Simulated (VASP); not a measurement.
Runs of VASP 6.6.1 on Ir. The structure is that of space group I4/mmm (No. 139), or close to it. The cells are those of the table. 

```tsv
cell	gap on the mesh (eV)	pressure (GPa)
a = 2.739, b = 2.739, c = 2.942 Å, angles 57.5, 57.5, 65.0°, 1 atom	none	-14.0
a = 2.697, b = 2.697, c = 2.897 Å, angles 57.5, 57.5, 65.0°, 1 atom	none	(b)
a = 2.724, b = 2.724, c = 3.261 Å, angles 53.2, 53.2, 73.5°, 1 atom	none	(c)
a = 2.806, b = 2.806, c = 2.658 Å, angles 61.7, 61.7, 56.5°, 1 atom	none	-2.2
a = 2.721, b = 2.721, c = 3.044 Å, angles 56.0, 56.0, 68.0°, 1 atom	none	-9.2
a = 2.884, b = 2.884, c = 2.654 Å, angles 62.6, 62.6, 54.8°, 1 atom	none	-12.7
a = 2.840, b = 2.840, c = 2.613 Å, angles 62.6, 62.6, 54.8°, 1 atom	none	1.1
a = 2.728, b = 2.728, c = 2.992 Å, angles 56.7, 56.7, 66.5°, 1 atom	none	(a)
```

Alike in all rows: task single point; level PBE; potentials or basis VASP PAW PBE potentials, release 64 (Ir); no spin polarisation; k mesh 22 × 22 × 22; cutoff (eV) 520; smearing gaussian 0.15 eV.

Q: Fill in the values left out.

A: (a) -11.6; (b) -0.4; (c) -9.1.

Caveats: spin-orbit coupling is left out, which moves the levels of the heavy elements; the stress differs along the axes, from -26 to 10 GPa (at least some runs); the stress differs along the axes, from -14 to 27 GPa (at least some runs); the stress differs along the axes, from -29 to 1 GPa (at least some runs); the stress differs along the axes, from -25 to 9 GPa (at least some runs); the stress differs along the axes, from -21 to 15 GPa (at least some runs); the stress differs along the axes, from -41 to 1 GPa (at least some runs).

A k mesh can miss the band edges, and the runs leave out spin-orbit coupling on Ir.

A gap of «none» marks levels without a gap at the run's occupations.
